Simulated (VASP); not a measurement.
# Sn3Se2 (R32) in VASP: single point with PBE

Aim: the single point of Sn3Se2 with PBE.

All numbers are computed with VASP 6.6.1; they aren't measurements. Logs are shortened: lines on timing, memory, paths and dates and some standing lists are left out, and cuts for length are marked.

## (1) The cell of the first run

Symmetry: R32, No. 155, trigonal system. The conventional cell has a = 7.686 Å, b = 7.686 Å, c = 9.722 Å, α = 90.00°, β = 90.00°, γ = 120.00°. Sn (site symmetry 2) has 2 Se at 2.76 Å and 2 Sn at 3.29 Å within 3.6 Å. Se (site symmetry 3) has 3 Sn at 2.76 Å within 3.6 Å.

## (2) Single point, PBE

Contents of INCAR:

```
SYSTEM = Sn3Se2
PREC     = Accurate       ! precision mode
ENCUT    = 500            ! plane-wave cutoff, eV
EDIFF    = 1E-6           ! SCF threshold, eV
ISMEAR   = 0              ! smearing method
SIGMA    = 0.2            ! smearing width, eV
LREAL    = .FALSE.        ! projectors in reciprocal space
LASPH    = .TRUE.         ! aspherical terms in the spheres
NELM     = 120            ! most SCF steps
ALGO     = Normal         ! electronic algorithm
ISIF     = 2              ! what is computed and relaxed
LWAVE    = .FALSE.        ! write WAVECAR
LCHARG   = .TRUE.         ! write CHGCAR
GGA      = PE             ! functional
LELF     = .TRUE.         ! ELF
LVHAR    = .TRUE.       
NBANDS   = 35             ! bands
GGA_COMPAT= .FALSE.
```

Contents of KPOINTS:

```
Automatic mesh
0
G
  3 3 3
  0 0 0
```

Contents of POSCAR:

```
Sn3Se2
1.0
    3.8431178525      2.2188251248      3.2406839290
   -3.8431178525      2.2188251248      3.2406839290
    0.0000000000     -4.4376502551      3.2406839253
Sn Se
3 2
Direct
    0.0000000000      0.2922215970      0.7077784030
    0.2922215970      0.7077784030      0.0000000000
    0.7077784030      0.0000000000      0.2922215970
    0.7044427584      0.7044427584      0.7044427584
    0.2955572416      0.2955572416      0.2955572416
```

Potentials or basis: VASP PAW PBE potentials, release 64 (Sn_d, Se).

Run with:

```bash
> cat potpaw_PBE.64/Sn_d/POTCAR potpaw_PBE.64/Se/POTCAR > POTCAR
> mpirun -np 1 vasp_std > vasp.out
```

OUTCAR:

```text
SYSTEM = Sn3Se2
   PREC = Accurate
   ENCUT = 500
   EDIFF = 1E-6
   ISMEAR = 0
   LREAL = .FALSE.
   LASPH = .TRUE.
   NELM = 120
   ISIF = 2
   GGA = PE

 ion  position               nearest neighbor table
   1  0.000  0.292  0.708-   5 2.76   4 2.76   2 3.29   3 3.29
   2  0.292  0.708  0.000-   4 2.76   5 2.76   1 3.29   3 3.29
   3  0.708  0.000  0.292-   4 2.76   5 2.76   2 3.29   1 3.29
   4  0.704  0.704  0.704-   3 2.76   2 2.76   1 2.76
   5  0.296  0.296  0.296-   1 2.76   2 2.76   3 2.76

  LATTYP: Found a trigonal (rhomboedric) cell.
 ALAT       =     5.4949769872
 COS(alpha) =     0.0217144356

  Lattice vectors:

 A1 = (   3.8431178525,   2.2188251248,   3.2406839290)
 A2 = (  -3.8431178525,   2.2188251248,   3.2406839290)
 A3 = (   0.0000000000,  -4.4376502551,   3.2406839253)

Analysis of symmetry for initial positions (statically):
=====================================================================
 Subroutine PRICEL returns:
 Original cell was already a primitive cell.

 Routine SETGRP: Setting up the symmetry group for a
 trigonal (rhombohedral) supercell.

 Subroutine GETGRP returns: Found  6 space group operations
 (whereof  6 operations were pure point group operations)
 out of a pool of 12 trial point group operations.

The static configuration has the point symmetry D_3 .

Analysis of symmetry for dynamics (positions and initial velocities):
=====================================================================
 Subroutine PRICEL returns:
 Original cell was already a primitive cell.

 Routine SETGRP: Setting up the symmetry group for a
 trigonal (rhombohedral) supercell.

 Subroutine GETGRP returns: Found  6 space group operations
 (whereof  6 operations were pure point group operations)
 out of a pool of 12 trial point group operations.

The dynamic configuration has the point symmetry D_3 .

 Subroutine INISYM returns: Found  6 space group operations
 (whereof  6 operations are pure point group operations),
 and found     1 'primitive' translations

----------------------------------------------------------------------------------------

                                     Primitive cell

  volume of cell :     165.8039

  direct lattice vectors                    reciprocal lattice vectors
     3.843117852  2.218825125  3.240683929     0.130102698  0.075114827  0.102858946
    -3.843117852  2.218825125  3.240683929    -0.130102698  0.075114827  0.102858946
     0.000000000 -4.437650255  3.240683925     0.000000000 -0.150229655  0.102858946

  length of vectors
     5.494976987  5.494976987  5.494976987     0.182068427  0.182068427  0.182068427

  position of ions in fractional coordinates (direct lattice)
     0.000000000  0.292221597  0.707778403
     0.292221597  0.707778403  0.000000000
     0.707778403  0.000000000  0.292221597
     0.704442758  0.704442758  0.704442758
     0.295557242  0.295557242  0.295557242

  ion indices of the primitive-cell ions
   primitive index   ion index
                 1           1
                 2           2
                 3           3
                 4           4
                 5           5

----------------------------------------------------------------------------------------

 KPOINTS: Automatic mesh

Automatic generation of k-mesh.
 Grid dimensions read from file:
 generate k-points for:    3    3    3

 Generating k-lattice:

  Cartesian coordinates                     Fractional coordinates (reciprocal lattice)
     0.043367566  0.025038276  0.034286315     0.333333333 -0.000000000 -0.000000000
    -0.043367566  0.025038276  0.034286315    -0.000000000  0.333333333 -0.000000000
     0.000000000 -0.050076552  0.034286315     0.000000000  0.000000000  0.333333333

  Length of vectors
     0.060689476  0.060689476  0.060689476

  Shift w.r.t. Gamma in fractional coordinates (k-lattice)
     0.000000000  0.000000000  0.000000000

 Subroutine IBZKPT returns following result:
 ===========================================

 Found      6 irreducible k-points:

 Following reciprocal coordinates:
            Coordinates               Weight
  0.000000  0.000000  0.000000      1.000000
  0.333333 -0.000000  0.000000      6.000000
  0.333333  0.333333  0.000000      6.000000
 -0.333333  0.333333  0.000000      6.000000
  0.333333  0.333333  0.333333      2.000000
 -0.333333  0.333333  0.333333      6.000000
   k-points           NKPTS =      6   k-points in BZ     NKDIM =      6   number of bands    NBANDS=     35
   number of dos      NEDOS =    301   number of ions     NIONS =      5
   total plane-waves  NPLWV =  64000
   dimension x,y,z NGX =    40 NGY =   40 NGZ =   40
   dimension x,y,z NGXF=    80 NGYF=   80 NGZF=   80
   ions per type =               3   2
   NGX,Y,Z   is equivalent  to a cutoff of  12.10, 12.10, 12.10 a.u.
   NGXF,Y,Z  is equivalent  to a cutoff of  24.20, 24.20, 24.20 a.u.
 SYSTEM =  Sn3Se2
   PREC   = accura    normal or accurate (medium, high low for compatibility)
   ISTART =      0    job   : 0-new  1-cont  2-samecut
   ICHARG =      2    charge: 1-file 2-atom 10-const
   ISPIN  =      1    spin polarized calculation?
   LNONCOLLINEAR =      F non collinear calculations
   LSORBIT =      F    spin-orbit coupling
   LASPH  =      T    aspherical Exc in radial PAW
   ENCUT  =  500.0 eV  36.75 Ry    6.06 a.u.  10.02 10.02 10.02*2*pi/ulx,y,z
   NELM   =    120;   NELMIN=  2; NELMDL= -5     # of ELM steps
   EDIFF  = 0.1E-05   stopping-criterion for ELM
   LREAL  =      F    real-space projection
   EDIFFG = 0.1E-04   stopping-criterion for IOM
   NSW    =      0    number of steps for IOM
   IBRION =     -1    ionic relax: 0-MD 1-quasi-New 2-CG
   NFREE  =      0    steps in history (QN), initial steepest desc. (CG)
   ISIF   =      2    stress and relaxation
   ISYM   =      2    0-nonsym 1-usesym 2-fastsym
   POTIM  = 0.5000    time-step for ionic-motion
   TEBEG  =    0.0;   TEEND  =   0.0 temperature during run
   PSTRESS=    0.0 pullay stress
   NELECT =      54.0000    total number of electrons
   NUPDOWN=      -1.0000    fix difference up-down
   EMIN   =  10.00;   EMAX   =-10.00  energy-range for DOS
   EFERMI =   0.00;   METHOD = LEGACY
   ISMEAR =     0;   SIGMA  =   0.20  broadening in eV -4-tet -1-fermi 0-gaus
   EFERMI_NEDOS =   21; number of points for ismear=-14 and -15
   IALGO  =     38    algorithm
   IMIX   =      4    mixing-type and parameters
     AMIX     =   0.40;   BMIX     =  1.00
     AMIX_MAG =   1.60;   BMIX_MAG =  1.00
  volume/ion in A,a.u.               =      33.16       223.78
  Fermi-wavevector in a.u.,A,eV,Ry     =   1.126353  2.128499 17.261318  1.268671
  Thomas-Fermi vector in A             =   2.263034
   LORBIT       =      0    0 simple, 1 ext, 2 COOP (PROOUT), +10 PAW based schemes
   GGA     = PE    functional components
   LHFCALC =     F    Hartree Fock is set to
   AEXX    =    0.0000 exact exchange contribution
   IVDW    =     0    specifies the selected vdW correction
   LEPSILON=     F    determine dielectric tensor
   LRPA    =     F    only Hartree local field effects (RPA)
 non-spin polarized calculation
 Gauss-broadening in eV      SIGMA  =   0.20
  energy-cutoff  :      500.00
  volume of cell :      165.80
 maximum number of plane-waves:      4222
   NGX = 21   NGY = 21   NGZ = 21

 number of electron      54.0000003 magnetization

 Free energy of the ion-electron system (eV)
  ---------------------------------------------------
  ext. energy  EPLUGINS =         0.00000000
  ---------------------------------------------------
  free energy    TOTEN  =       -18.82586236 eV

  energy without entropy =      -18.78112801  energy(sigma->0) =      -18.80349519

 E-fermi :   4.4497     XC(G=0):  -8.7052

 val. band max:        4.3548870574   @ k =  -0.3333   0.3333   0.3333
 cond. band min:       4.7979809988   @ k =  -0.3333   0.3333   0.0000
 fundamental gap:      0.4430939414
 Fermi energy:         4.4497125624

 k-point     1 :       0.0000    0.0000    0.0000
  band No.  band energies     occupation
      1     -17.3509      2.00000
      2     -17.3509      2.00000
      3     -17.3504      2.00000
      4     -17.3492      2.00000
      5     -17.3295      2.00000
      6     -17.3226      2.00000
[... 27 lines left out ...]
     34       8.2338      0.00000
     35       8.8238      0.00000

 k-point     2 :       0.3333   -0.0000    0.0000
  band No.  band energies     occupation
      1     -17.3582      2.00000
      2     -17.3536      2.00000
      3     -17.3425      2.00000
      4     -17.3339      2.00000
      5     -17.3285      2.00000
      6     -17.3230      2.00000
[... 27 lines left out ...]
     34       8.2397      0.00000
     35       8.8607      0.00000

 k-point     3 :       0.3333    0.3333    0.0000
  band No.  band energies     occupation
      1     -17.3603      2.00000
      2     -17.3526      2.00000
      3     -17.3385      2.00000
      4     -17.3326      2.00000
      5     -17.3294      2.00000
      6     -17.3236      2.00000
[... 27 lines left out ...]
     34       8.2960      0.00000
     35       9.0779      0.00000

 k-point     4 :      -0.3333    0.3333    0.0000
  band No.  band energies     occupation
      1     -17.3598      2.00000
      2     -17.3567      2.00000
      3     -17.3426      2.00000
      4     -17.3338      2.00000
      5     -17.3331      2.00000
      6     -17.3230      2.00000
[... 27 lines left out ...]
     34       8.9595      0.00000
     35       9.6012      0.00000

 k-point     5 :       0.3333    0.3333    0.3333
  band No.  band energies     occupation
      1     -17.3501      2.00000
      2     -17.3495      2.00000
      3     -17.3494      2.00000
      4     -17.3409      2.00000
      5     -17.3316      2.00000
      6     -17.3238      2.00000
[... 27 lines left out ...]
     34       8.1384      0.00000
     35       9.4138      0.00000

 k-point     6 :      -0.3333    0.3333    0.3333
  band No.  band energies     occupation
      1     -17.3602      2.00000
      2     -17.3526      2.00000
      3     -17.3374      2.00000
      4     -17.3332      2.00000
      5     -17.3303      2.00000
      6     -17.3248      2.00000
[... 27 lines left out ...]
     34       8.6024      0.00000
     35       9.1502      0.00000

------------------------ aborting loop because EDIFF is reached ----------------------------------------

  FORCE on cell =-STRESS in cart. coord.  units (eV):
  Direction    XX          YY          ZZ          XY          YZ          ZX
  --------------------------------------------------------------------------------------
  -------------------------------------------------------------------------------------
  Total        0.5777228      0.5777228      0.2049566      0.0000000      0.0000000      0.0000000
  in kB        5.5825860      5.5825860      1.9805136      0.0000000      0.0000000      0.0000000
  external PRESSURE =       4.3818952 kB  Pullay stress =       0.0000000 kB

 VOLUME and BASIS-vectors are now :
 -----------------------------------------------------------------------------
  energy-cutoff  :      500.00
  volume of cell :      165.80
      direct lattice vectors                 reciprocal lattice vectors
     3.843117852  2.218825125  3.240683929     0.130102698  0.075114827  0.102858946
    -3.843117852  2.218825125  3.240683929    -0.130102698  0.075114827  0.102858946
     0.000000000 -4.437650255  3.240683925     0.000000000 -0.150229655  0.102858946

 POSITION                                       TOTAL-FORCE (eV/Angst)
 -----------------------------------------------------------------------------------
     -1.12304     -2.49248      3.24068        -0.001725      0.002988      0.000000
     -1.59703      2.21883      3.24068         0.003450     -0.000000      0.000000
      2.72008      0.27366      3.24068        -0.001725     -0.002988     -0.000000
      0.00000     -0.00000      6.84863         0.000000      0.000000     -0.007216
      0.00000     -0.00000      2.87342         0.000000     -0.000000      0.007216
 -----------------------------------------------------------------------------------
    total drift:                               -0.000000      0.000000     -0.000000

  FREE ENERGIE OF THE ION-ELECTRON SYSTEM (eV)
  ---------------------------------------------------
  free  energy   TOTEN  =       -18.8258623637 eV

  energy  without entropy=      -18.7811280120  energy(sigma->0) =      -18.80349519
```

It took 18 s on 1 thread of Intel Xeon 6975P-C (Granite Rapids), shared host; peak memory 0.24 GiB.

What came out:

| Item | Value |
| --- | --- |
| Free energy | -18.8259 eV |
| Pressure | 0.4 GPa |
| Largest force | 0.007 eV/Å |
| Band gap on the k mesh | zero (band 27 reaches 4.35 eV, above the bottom of band 28 at 4.05 eV) |

Forces in eV/Å, atoms in the order of the input:
```
Sn  -0.002  0.003  0.000
Sn   0.003  0.000  0.000
Sn  -0.002 -0.003  0.000
Se   0.000  0.000 -0.007
Se   0.000  0.000  0.007
```

Caveat: the k points lie up to 0.38 Å⁻¹ apart; spin-orbit coupling is left out, which moves the levels of the heavy elements.
